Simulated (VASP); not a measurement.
## FeGe: single point with r2SCAN

The system is FeGe.

```
Fe Ge
1.0
     4.68900    0.00000    0.00000
     0.00000    4.68900    0.00000
     0.00000    0.00000    4.68900
Fe Ge
4 4
Direct
  0.13500 0.13500 0.13500
  0.36500 0.86500 0.63500
  0.63500 0.36500 0.86500
  0.86500 0.63500 0.36500
  0.84200 0.84200 0.84200
  0.65800 0.15800 0.34200
  0.34200 0.65800 0.15800
  0.15800 0.34200 0.65800
```

| Quantity | Value |
| --- | --- |
| Program | VASP 6.6.1 |
| Task | single point |
| Functional | r2SCAN |
| Potentials or basis | VASP PAW PBE potentials, release 64 (Fe, Ge_d) |
| Cutoff | 520 eV |
| k mesh | 7 × 7 × 7 |
| Occupations | fermi-dirac, width 0.05 eV |
| Spin | no spin polarisation |
| Dipole correction | no |
| Further INCAR settings | ALGO = Normal; EDIFF = 1e-07; NBANDS = 54 |

| Property | Result |
| --- | --- |
| Pressure | -11.9 GPa |
| Largest force | 0.473 eV/Å |
| Band gap on the k mesh | 0.20 eV, indirect (least direct gap 0.24 eV) |

Forces on the atoms (eV/Å):
```
Fe  -0.165 -0.165 -0.165
Fe   0.165  0.165 -0.165
Fe  -0.165  0.165  0.165
Fe   0.165 -0.165  0.165
Ge  -0.273 -0.273 -0.273
Ge   0.273  0.273 -0.273
Ge  -0.273  0.273  0.273
Ge   0.273 -0.273  0.273
```

Levels at points of the mesh, in eV from the valence-band top:
| k point | band 42 | band 43 | band 44 | band 45 | band 46 | band 47 |
| --- | --- | --- | --- | --- | --- | --- |
| (0.00, 0.00, 0.00) | -0.29 | -0.12 | -0.12 | 0.51 | 0.51 | 0.51 |

Wall time 20 min on 1 thread of AMD EPYC 7R13, on a shared host, peak memory 0.25 GiB.

Caveat: the PAW data sets were made with another functional, which shifts forces and pressure a little. A k mesh can miss the band edges.
